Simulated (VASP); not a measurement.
Crystal: MgO.

```
CELL_PARAMETERS angstrom
0.00000 2.18625 2.05605
2.18625 0.00000 2.05605
2.18625 2.18625 0.00000
ATOMIC_POSITIONS crystal
Mg 0.00000 0.00000 0.00000
O 0.50000 0.50000 0.50000
```

This cell differs from its parent crystal: epitaxial xy strain +4.0%.

Base run:

```yaml
Program: VASP 6.6.1
Functional: PBE
Potentials_or_basis: VASP PAW PBE potentials, release 64 (Mg, O)
Cutoff: 520 eV
k_mesh: 10 × 10 × 10
Occupations: fermi-dirac, width 0.02 eV
Spin: no spin polarisation
```

Its results: band gap on the k mesh 4.18 eV, direct; pressure -2.6 GPa.

**Question.** The run is repeated on the same cell with these changes: functional from PBE to r2SCAN; occupations from fermi-dirac, width 0.02 eV to gaussian, width 0.01 eV. What comes out?

**Answer.** Band gap on the k mesh 5.04 eV, direct; pressure -8.3 GPa.

Caveats: the PAW data sets were made with another functional, which shifts forces and pressure a little (some runs).

